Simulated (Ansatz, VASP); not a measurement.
**One calculation of AlV2C, two programs**

```
Al V C
1.0
     2.90645    0.00000    0.00000
    -1.45322    2.51706    0.00000
     0.00000    0.00000   13.13471
Al V C
2 4 2
Direct
  0.33333 0.66667 0.25000
  0.66667 0.33333 0.75000
  0.33333 0.66667 0.58497
  0.66667 0.33333 0.41503
  0.66667 0.33333 0.08497
  0.33333 0.66667 0.91503
  0.00000 0.00000 0.00000
  0.00000 0.00000 0.50000
```

Alike in both runs: functional PBE; k mesh 15 × 15 × 4; occupations gaussian, width 0.1 eV; no spin polarisation.

Ansatz relaxed the structure, and its values are those at the end. VASP's run is a single point on that final structure, the one shown.

|  | VASP | Ansatz |
| --- | --- | --- |
| version | VASP 6.6.1 | Ansatz 0.2.0 |
| potentials or method | VASP PAW PBE potentials, release 64 (Al, V_sv, C), cutoff 520 eV | scalar-relativistic, plane waves, PAW |
| valence electrons in the cell | 66 | 66 |

VASP gave:

```
gap on the k mesh at the Fermi level (eV) : none
pressure (GPa)                            : 0.4
rms of the force components (eV/Å)        : 0.020
```

Question: Estimate Ansatz's values.

Answer: gap on the k mesh at the Fermi level (eV): none; pressure (GPa): 0.0; rms of the force components (eV/Å): 0.000.

A gap of «none» marks a metal or a gap that the smearing closes.
